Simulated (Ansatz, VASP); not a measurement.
Pd in VASP and in Ansatz

```
Pd
1.0
     2.62567    0.00000    0.00000
    -1.31284    2.27390    0.00000
     0.00000    0.00000    2.56008
Pd
1
Direct
  0.00000 0.00000 0.00000
```

Change from the starting cell: volume scaled by 0.92, PAW files.

Alike in both runs: task single point; functional PBE; k mesh 16 × 16 × 15; occupations fermi-dirac, width 0.08 eV; no spin polarisation.

```csv
,VASP,Ansatz
version,VASP 6.6.1,Ansatz 0.2.0
potentials or method,"VASP PAW PBE potentials, release 64 (Pd)","PAW with Ansatz's default frozen-core files, scalar-relativistic"
plane-wave cutoff (eV),520,420
valence electrons in the cell,10,18
```

```tsv
	VASP	Ansatz	Ansatz less VASP
pressure (GPa)	14.4	14.9	+0.49
traceless stress, the component that is largest in VASP (GPa)	-0.08	0.00	+0.082
```

VASP's potentials hold 10 valence electrons a cell and Ansatz's 18, so a difference there can come from the potentials and not from the codes.
